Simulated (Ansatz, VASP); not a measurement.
# Two plane-wave programs on MnCu2

```
Mn Cu
1.0
     2.52954    0.00000    0.00000
    -1.26477    2.19065    0.00000
     0.00000    0.00000   12.50181
Mn Cu
2 4
Direct
  0.33333 0.66667 0.42692
  0.66667 0.33333 0.57308
  0.33333 0.66667 0.74491
  0.33333 0.66667 0.08492
  0.66667 0.33333 0.91508
  0.66667 0.33333 0.25509
```

Alike in both runs: functional PBE; k mesh 18 × 18 × 4; occupations gaussian, width 0.1 eV; no spin polarisation.

Ansatz relaxed the structure, and its values are those at the end. VASP's run is a single point on that final structure, the one shown.

|  | VASP | Ansatz |
| --- | --- | --- |
| version | VASP 6.6.1 | Ansatz 0.2.0 |
| potentials or method | VASP PAW PBE potentials, release 64 (Mn_pv, Cu), cutoff 520 eV | scalar-relativistic, plane waves, PAW |
| valence electrons in the cell | 70 | 106 |

VASP gave:

```
gap on the k mesh at the Fermi level (eV) : none
pressure (GPa)                            : 0.3
```

Estimate Ansatz's values.

gap on the k mesh at the Fermi level (eV): none; pressure (GPa): 0.0.

A gap of «none» marks a metal or a gap that the smearing closes. The functional is the same, so the differences come from potentials, cutoffs and numerics. VASP's potentials hold 70 valence electrons a cell and Ansatz's 106, so a difference there can come from the potentials and not from the codes.
